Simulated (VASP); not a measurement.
Wanted: the native input for a VASP 6.6.1 run.

* Task: relaxation of cell and atoms
* Functional: PBE
* Potentials or basis: VASP PAW PBE potentials, release 64 (Be, Zn, Te, S)
* Cutoff: 600 eV
* k mesh: 12 × 12 × 8
* Occupations: gaussian, width 0.1 eV
* Spin: no spin polarisation
* Dipole correction: no
* Further INCAR settings: ALGO = Normal; EDIFF = 1e-06; IBRION = 2; EDIFFG = -0.01; NSW = 100; ISIF = 3

The structure of BeZn2TeS2 lies in POSCAR:

```
BeZn2TeS2
1.0
    4.7641025757      0.0000000000      0.0000000000
   -2.3820512879      4.1258338568      0.0000000000
    0.0000000000      0.0000000000      5.4175284707
Be Zn Te S
1 2 1 2
Direct
    0.0000000000      0.0000000000      0.5000000000
    0.3333333333      0.6666666667      0.5000000000
    0.6666666667      0.3333333333      0.5000000000
    0.0000000000      0.0000000000      0.0000000000
    0.3333333333      0.6666666667      0.0000000000
    0.6666666667      0.3333333333      0.0000000000
```

The cell was generated, and may not be a known phase.

One way to write it, as run:

INCAR

```
SYSTEM = BeZn2TeS2
PREC     = Accurate       ! precision mode
ENCUT    = 600            ! plane-wave cutoff, eV
EDIFF    = 1E-6           ! SCF threshold, eV
ISMEAR   = 0              ! smearing method
SIGMA    = 0.1            ! smearing width, eV
LREAL    = .FALSE.        ! projectors in reciprocal space
LASPH    = .TRUE.         ! aspherical terms in the spheres
NELM     = 100            ! most SCF steps
ALGO     = Normal         ! electronic algorithm
ISIF     = 3              ! what is computed and relaxed
LWAVE    = .FALSE.        ! write WAVECAR
LCHARG   = .FALSE.        ! write CHGCAR
GGA      = PE             ! functional
IBRION   = 2              ! ionic algorithm
NSW      = 100            ! ionic steps
EDIFFG   = -0.01          ! ionic threshold
LUSENCCL = .FALSE.
```

KPOINTS

```
Automatic mesh
0
G
  12 12 8
  0 0 0
```

Potentials or basis: VASP PAW PBE potentials, release 64 (Be, Zn, Te, S).

Command:

```sh
$ cat potpaw_PBE.64/Be/POTCAR potpaw_PBE.64/Zn/POTCAR potpaw_PBE.64/Te/POTCAR potpaw_PBE.64/S/POTCAR > POTCAR
$ mpirun -np 1 vasp_std > vasp.out
```

Results of the run:

The relaxed volume is 17.65 Å³/atom, the relaxed cell is a = 4.773 Å, b = 4.773 Å, c = 5.366 Å, α = 90.00°, β = 90.00°, γ = 120.00° and the space group after relaxing (to 0.1 Å) is P6/mmm (No. 191). The energy gained by relaxing is 0.4 meV/atom and the ionic steps are 3. The pressure after relaxing is 0.0 GPa and the band gap on the k mesh is zero (bands 22 and 23 overlap by 2.73 eV).

Caveat: spin-orbit coupling is left out, which moves the levels of the heavy elements.

Wall time 5.6 min on 1 × NVIDIA H100 80GB with 1 thread of AMD EPYC 7R13 Processor (Zen 3), with other jobs on the host, peak memory 1.6 GiB.
